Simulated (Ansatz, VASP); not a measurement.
**One calculation of AlN, two programs**

```
CELL_PARAMETERS angstrom
3.07762 0.00000 0.00000
-1.53881 2.66530 0.00000
0.00000 0.00000 4.93317
ATOMIC_POSITIONS crystal
Al 0.33333 0.66667 0.00173
Al 0.66667 0.33333 0.50173
N 0.33333 0.66667 0.38327
N 0.66667 0.33333 0.88327
```

Change from the starting cell: mode 4 frozen in at +0.000 Å, equal normal strain along x, y and z -0.0167.

Alike in both runs: task single point; functional PBE; k mesh 9 × 9 × 6; occupations gaussian, width 0.05 eV; no spin polarisation.

|  | VASP | Ansatz |
| --- | --- | --- |
| version | VASP 6.6.1 | Ansatz 0.2.0 |
| potentials or method | VASP PAW PBE potentials, release 64 (Al, N), cutoff 520 eV | scalar-relativistic, plane waves, PAW |
| valence electrons in the cell | 16 | 16 |

|  | VASP | Ansatz | Ansatz less VASP |
| --- | --- | --- | --- |
| gap on the k mesh at the Fermi level (eV) | 4.49 | 4.48 | -0.012 |
| least direct gap on the mesh (eV) | 4.49 | 4.48 | -0.012 |
| pressure (GPa) | 10.7 | 10.8 | +0.16 |
| traceless stress, the component that is largest in VASP (GPa) | -0.42 | -0.45 | -0.030 |
| rms of the force components (eV/Å) | 0.012 | 0.012 | +0.0002 |

Atom by atom the forces differ by 0.000 eV/Å (rms over components).
